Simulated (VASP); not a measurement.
Here is a VASP 6.6.1 calculation.

Contents of INCAR:

```
SYSTEM = Si2W
PREC = Accurate
ENCUT = 520
EDIFF = 1E-7
ISMEAR = 0
SIGMA = 0.15
LREAL = .FALSE.
LASPH = .TRUE.
NELM = 60
ALGO = Normal
ISIF = 2
LWAVE = .FALSE.
LCHARG = .FALSE.
GGA = PE
NBANDS = 18
```

File KPOINTS:

```
regular mesh
0
G
  18 18 18
  0 0 0
```

The input POSCAR:

```
Si2W
1.0
   -1.5705355019      1.5705355019      4.1576786341
    1.5705355019     -1.5705355019      4.1576786341
    1.5705355019      1.5705355019     -4.1576786341
Si W
2 1
Direct
    0.3239844684      0.3239844684      0.0000000000
    0.6760155316      0.6760155316      0.0000000000
    0.0000000000      0.0000000000      0.0000000000
```

Potentials or basis: VASP PAW PBE potentials, release 64 (Si, W_sv).

Run with:

```sh
$ cat potpaw_PBE.64/Si/POTCAR potpaw_PBE.64/W_sv/POTCAR > POTCAR
$ mpirun -np 1 vasp_std > vasp.out
```

(1) What does it give for the band gap on the k mesh?

(2) Estimate the pressure.

(3) Estimate the largest force.

Results:

(1) zero (band 11 reaches 13.17 eV, above the bottom of band 12 at 11.22 eV).

(2) -1.1 GPa.

(3) 1.254 eV/Å.

Caveat: spin-orbit coupling is left out, which moves the levels of the heavy elements; forces of over 1 eV/Å act on the atoms, so gaps and moduli don't describe the material at rest.
